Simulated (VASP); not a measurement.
# Ti5Si (P1) in VASP: single point with PBE

Aim: the single point of Ti5Si with PBE.

All numbers are computed with VASP 6.6.1; they aren't measurements. Logs are shortened: lines on timing, memory, paths and dates and some standing lists are left out, and cuts for length are marked.

## (1) The cell of the first run

The typed cell holds 6 atoms: a = 5.350 Å, b = 5.288 Å, c = 5.276 Å, α = 56.77°, β = 56.68°, γ = 57.43°.

## (2) Single point, PBE

INCAR reads:

```
SYSTEM = Ti5Si
PREC = Accurate
ENCUT = 520
EDIFF = 1E-6
ISMEAR = 0
SIGMA = 0.1
LREAL = .False.
LASPH = .True.
NELM = 60
ALGO = Fast
ISIF = 2
LWAVE = .False.
LCHARG = .True.
GGA = PE
LELF = .True.
LVHAR = .True.
NBANDS = 41
```

KPOINTS reads:

```
Automatic mesh
0
Gamma
  6 6 6
  0 0 0
```

POSCAR reads:

```
Ti5Si
1.0
    2.5881446878      1.4632273258      4.4483080099
   -2.5230840997      1.4504458811      4.4155398125
    0.0214612383     -2.8797452988      4.4207959760
Ti Si
5 1
Direct
    0.1536244382      0.1798274727      0.1474436636
    0.6026145207      0.3887407449      0.0293315758
   -0.0331386840      0.6294481188      0.4008227114
    0.8265757420      0.8522278747      0.8467902262
    0.4015611026     -0.0222253565      0.6210530498
    0.5150708304      0.4990478380      0.4830431954
```

Potentials or basis: VASP PAW PBE potentials, release 64 (Ti_sv, Si).

Run with:

```sh
> cat potpaw_PBE.64/Ti_sv/POTCAR potpaw_PBE.64/Si/POTCAR > POTCAR
> mpirun -np 1 vasp_std > vasp.out
```

OUTCAR:

```text
SYSTEM = Ti5Si
   PREC = Accurate
   ENCUT = 520
   EDIFF = 1E-6
   ISMEAR = 0
   LREAL = .False.
   LASPH = .True.
   NELM = 60
   ISIF = 2
   GGA = PE

 ion  position               nearest neighbor table
   1  0.154  0.180  0.147-   2 2.80   3 2.81   2 2.84   6 2.84   5 2.88   5 2.89   4 2.90   6 2.91
                             4 2.92   6 3.02
   2  0.603  0.389  0.029-   6 2.51   5 2.65   5 2.66   3 2.71   4 2.77   3 2.79   1 2.80   1 2.84
                             6 2.87   4 2.91
   3  0.967  0.629  0.401-   5 2.53   6 2.61   2 2.71   4 2.76   2 2.79   1 2.81   6 2.86   4 2.86

   4  0.827  0.852  0.847-   5 2.74   3 2.76   2 2.77   6 2.81   3 2.86   6 2.89   1 2.90   2 2.91
                             1 2.92
   5  0.402  0.978  0.621-   3 2.53   2 2.65   2 2.66   6 2.68   4 2.74   6 2.76   1 2.88   1 2.89

   6  0.515  0.499  0.483-   2 2.51   3 2.61   5 2.68   5 2.76   4 2.81   1 2.84   3 2.86   2 2.87
                             4 2.89   1 2.91   1 3.02

  LATTYP: Found a triclinic cell.
 ALAT       =     5.0224788958
 B/A-ratio  =     1.0176946309
 C/A-ratio  =     1.0504896382
 COS(alpha) =     0.0080743524
 COS(beta)  =     0.4735173296
 COS(gamma) =     0.5044701556

  Lattice vectors:

 A1 = (   2.5445453380,  -4.3301911799,   0.0052561635)
 A2 = (   5.1112287875,   0.0127814447,   0.0327681974)
 A3 = (   0.0214612383,  -2.8797452988,   4.4207959760)

Analysis of symmetry for initial positions (statically):
=====================================================================
 Subroutine PRICEL returns:
 Original cell was already a primitive cell.

 Routine SETGRP: Setting up the symmetry group for a
 triclinic supercell.

 Subroutine GETGRP returns: Found  1 space group operations
 (whereof  1 operations were pure point group operations)
 out of a pool of  2 trial point group operations.

The static configuration has the point symmetry C_1 .

Analysis of symmetry for dynamics (positions and initial velocities):
=====================================================================
 Subroutine PRICEL returns:
 Original cell was already a primitive cell.

 Routine SETGRP: Setting up the symmetry group for a
 triclinic supercell.

 Subroutine GETGRP returns: Found  1 space group operations
 (whereof  1 operations were pure point group operations)
 out of a pool of  2 trial point group operations.

The dynamic configuration has the point symmetry C_1 .

 Subroutine INISYM returns: Found  1 space group operations
 (whereof  1 operations are pure point group operations),
 and found     1 'primitive' translations

----------------------------------------------------------------------------------------

                                     Primitive cell

  volume of cell :      98.1472

  direct lattice vectors                    reciprocal lattice vectors
     2.588144688  1.463227326  4.448308010     0.194888490  0.114611578  0.073712881
    -2.523084100  1.450445881  4.415539812    -0.196425653  0.115603868  0.076258944
     0.021461238 -2.879745299  4.420795976     0.000090767 -0.230791262  0.075863714

  length of vectors
     5.350417861  5.288358768  5.276062038     0.237804386  0.240338757  0.242940153

  position of ions in fractional coordinates (direct lattice)
     0.153624438  0.179827473  0.147443664
     0.602614521  0.388740745  0.029331576
     0.966861316  0.629448119  0.400822711
     0.826575742  0.852227875  0.846790226
     0.401561103  0.977774643  0.621053050
     0.515070830  0.499047838  0.483043195

  ion indices of the primitive-cell ions
   primitive index   ion index
                 1           1
                 2           2
                 3           3
                 4           4
                 5           5
                 6           6

----------------------------------------------------------------------------------------

 KPOINTS: Automatic mesh

Automatic generation of k-mesh.
 Grid dimensions read from file:
 generate k-points for:    6    6    6

 Generating k-lattice:

  Cartesian coordinates                     Fractional coordinates (reciprocal lattice)
     0.032481415  0.019101930  0.012285480     0.166666667 -0.000000000  0.000000000
    -0.032737609  0.019267311  0.012709824    -0.000000000  0.166666667  0.000000000
     0.000015128 -0.038465210  0.012643952     0.000000000  0.000000000  0.166666667

  Length of vectors
     0.039634064  0.040056459  0.040490026

  Shift w.r.t. Gamma in fractional coordinates (k-lattice)
     0.000000000  0.000000000  0.000000000

 Subroutine IBZKPT returns following result:
 ===========================================

 Found    112 irreducible k-points:

 Following reciprocal coordinates:
            Coordinates               Weight
  0.000000  0.000000  0.000000      1.000000
  0.166667 -0.000000 -0.000000      2.000000
  0.333333 -0.000000  0.000000      2.000000
  0.500000  0.000000  0.000000      1.000000
 -0.000000  0.166667  0.000000      2.000000
  0.166667  0.166667  0.000000      2.000000
[... 16 lines left out ...]
  0.333333  0.000000  0.166667      2.000000
  0.500000 -0.000000  0.166667      2.000000
 [... further k-points ...]
   k-points           NKPTS =    112   k-points in BZ     NKDIM =    112   number of bands    NBANDS=     41
   number of dos      NEDOS =    301   number of ions     NIONS =      6
   total plane-waves  NPLWV =  64000
   dimension x,y,z NGX =    40 NGY =   40 NGZ =   40
   dimension x,y,z NGXF=    80 NGYF=   80 NGZF=   80
   ions per type =               5   1
   NGX,Y,Z   is equivalent  to a cutoff of  12.43, 12.57, 12.60 a.u.
   NGXF,Y,Z  is equivalent  to a cutoff of  24.86, 25.15, 25.21 a.u.
 SYSTEM =  Ti5Si
   PREC   = accura    normal or accurate (medium, high low for compatibility)
   ISTART =      0    job   : 0-new  1-cont  2-samecut
   ICHARG =      2    charge: 1-file 2-atom 10-const
   ISPIN  =      1    spin polarized calculation?
   LNONCOLLINEAR =      F non collinear calculations
   LSORBIT =      F    spin-orbit coupling
   LASPH  =      T    aspherical Exc in radial PAW
   ENCUT  =  520.0 eV  38.22 Ry    6.18 a.u.   9.95  9.83  9.81*2*pi/ulx,y,z
   NELM   =     60;   NELMIN=  2; NELMDL= -5     # of ELM steps
   EDIFF  = 0.1E-05   stopping-criterion for ELM
   LREAL  =      F    real-space projection
   EDIFFG = 0.1E-04   stopping-criterion for IOM
   NSW    =      0    number of steps for IOM
   IBRION =     -1    ionic relax: 0-MD 1-quasi-New 2-CG
   NFREE  =      0    steps in history (QN), initial steepest desc. (CG)
   ISIF   =      2    stress and relaxation
   ISYM   =      2    0-nonsym 1-usesym 2-fastsym
   POTIM  = 0.5000    time-step for ionic-motion
   TEBEG  =    0.0;   TEEND  =   0.0 temperature during run
   PSTRESS=    0.0 pullay stress
   NELECT =      64.0000    total number of electrons
   NUPDOWN=      -1.0000    fix difference up-down
   EMIN   =  10.00;   EMAX   =-10.00  energy-range for DOS
   EFERMI =   0.00;   METHOD = LEGACY
   ISMEAR =     0;   SIGMA  =   0.10  broadening in eV -4-tet -1-fermi 0-gaus
   EFERMI_NEDOS =   21; number of points for ismear=-14 and -15
   IALGO  =     68    algorithm
   IMIX   =      4    mixing-type and parameters
     AMIX     =   0.40;   BMIX     =  1.00
     AMIX_MAG =   1.60;   BMIX_MAG =  1.00
  volume/ion in A,a.u.               =      16.36       110.39
  Fermi-wavevector in a.u.,A,eV,Ry     =   1.419631  2.682714 27.420541  2.015353
  Thomas-Fermi vector in A             =   2.540631
   LORBIT       =      0    0 simple, 1 ext, 2 COOP (PROOUT), +10 PAW based schemes
   GGA     = PE    functional components
   LHFCALC =     F    Hartree Fock is set to
   AEXX    =    0.0000 exact exchange contribution
   IVDW    =     0    specifies the selected vdW correction
   LEPSILON=     F    determine dielectric tensor
   LRPA    =     F    only Hartree local field effects (RPA)
 non-spin polarized calculation
 RMM-DIIS sequential band-by-band and
 Gauss-broadening in eV      SIGMA  =   0.10
  energy-cutoff  :      520.00
  volume of cell :       98.15
 maximum number of plane-waves:      2665
   NGX = 19   NGY = 19   NGZ = 19

 number of electron      64.0000000 magnetization

 Free energy of the ion-electron system (eV)
  ---------------------------------------------------
  ext. energy  EPLUGINS =         0.00000000
  ---------------------------------------------------
  free energy    TOTEN  =       -45.94593021 eV

  energy without entropy =      -45.92080032  energy(sigma->0) =      -45.93336527

 E-fermi :   8.7739     XC(G=0): -11.5724

 val. band max:        8.7699367604   @ k =  -0.0000   0.3333   0.5000
 cond. band min:       8.7745478701   @ k =  -0.1667   0.1667   0.3333
 fundamental gap:      0.0046111097
 Fermi energy:         8.7738574212

 k-point     1 :       0.0000    0.0000    0.0000
  band No.  band energies     occupation
      1     -48.0052      2.00000
      2     -47.9086      2.00000
      3     -47.8016      2.00000
      4     -47.6881      2.00000
      5     -47.6431      2.00000
      6     -24.5406      2.00000
[... 33 lines left out ...]
     40      10.4311      0.00000
     41      10.6788      0.00000

 k-point     2 :       0.1667   -0.0000   -0.0000
  band No.  band energies     occupation
      1     -47.9996      2.00000
      2     -47.9113      2.00000
      3     -47.7980      2.00000
      4     -47.6956      2.00000
      5     -47.6423      2.00000
      6     -24.5236      2.00000
[... 33 lines left out ...]
     40      10.5476      0.00000
     41      10.7239      0.00000

 k-point     3 :       0.3333   -0.0000    0.0000
  band No.  band energies     occupation
      1     -47.9871      2.00000
      2     -47.9179      2.00000
      3     -47.7883      2.00000
      4     -47.7131      2.00000
      5     -47.6411      2.00000
      6     -24.5070      2.00000
[... 875 lines left out ...]
      2     -47.9149      2.00000
      3     -47.7928      2.00000
      4     -47.7044      2.00000
      5     -47.6470      2.00000
      6     -24.4983      2.00000
[... 33 lines left out ...]
     40      10.5943      0.00000
     41      10.8307      0.00000

 k-point    24 :       0.5000   -0.0000    0.1667
  band No.  band energies     occupation
      1     -47.9794      2.00000
      2     -47.9203      2.00000
      3     -47.7824      2.00000
      4     -47.7204      2.00000
      5     -47.6455      2.00000
      6     -24.4899      2.00000
[... 33 lines left out ...]
     40      10.5203      0.00000
     41      10.7818      0.00000

 [... further k-points ...]

------------------------ aborting loop because EDIFF is reached ----------------------------------------

  FORCE on cell =-STRESS in cart. coord.  units (eV):
  Direction    XX          YY          ZZ          XY          YZ          ZX
  --------------------------------------------------------------------------------------
  -------------------------------------------------------------------------------------
  Total       -0.3288176      0.6634000      2.2355587      1.1269558     -0.8894276     -1.1858572
  in kB       -5.3676953     10.8294951     36.4937794     18.3966886    -14.5192224    -19.3582079
  external PRESSURE =      13.9851931 kB  Pullay stress =       0.0000000 kB

 VOLUME and BASIS-vectors are now :
 -----------------------------------------------------------------------------
  energy-cutoff  :      520.00
  volume of cell :       98.15
      direct lattice vectors                 reciprocal lattice vectors
     2.588144688  1.463227326  4.448308010     0.194888490  0.114611578  0.073712881
    -2.523084100  1.450445881  4.415539812    -0.196425653  0.115603868  0.076258944
     0.021461238 -2.879745299  4.420795976     0.000090767 -0.230791262  0.075863714

 POSITION                                       TOTAL-FORCE (eV/Angst)
 -----------------------------------------------------------------------------------
     -0.05295      0.06102      2.12922         0.156665     -0.146450     -0.605963
      0.57946      1.36114      4.52678         0.295143      0.804642     -1.145329
      0.92283      1.17345      8.85221         1.567353      0.502098      0.545145
      0.00723      0.00704     11.18340         0.018078      0.110820      1.049554
     -1.41438      0.21731      8.84922        -1.521795     -0.214988     -0.286507
      0.08430      0.08647      6.63019        -0.515444     -1.056123      0.443100
 -----------------------------------------------------------------------------------
    total drift:                                0.000649      0.000195      0.000460

  FREE ENERGIE OF THE ION-ELECTRON SYSTEM (eV)
  ---------------------------------------------------
  free  energy   TOTEN  =       -45.9459302092 eV

  energy  without entropy=      -45.9208003212  energy(sigma->0) =      -45.93336527
```

It took 38 min on 1 thread of Intel Xeon Platinum 8259CL at 2.50GHz (Skylake/Cascade Lake), shared host; peak memory 0.48 GiB.

Results:

* Free energy: -45.9459 eV
* Pressure: 1.4 GPa
* Largest force: 1.734 eV/Å
* Band gap on the k mesh: zero (bands 32 and 33 overlap by 0.38 eV)

Forces on the atoms (eV/Å):
```
Ti   0.157 -0.146 -0.606
Ti   0.295  0.805 -1.145
Ti   1.567  0.502  0.545
Ti   0.018  0.111  1.050
Ti  -1.522 -0.215 -0.287
Si  -0.515 -1.056  0.443
```

Caveat: forces of over 1 eV/Å act on the atoms, so gaps and moduli don't describe the material at rest.
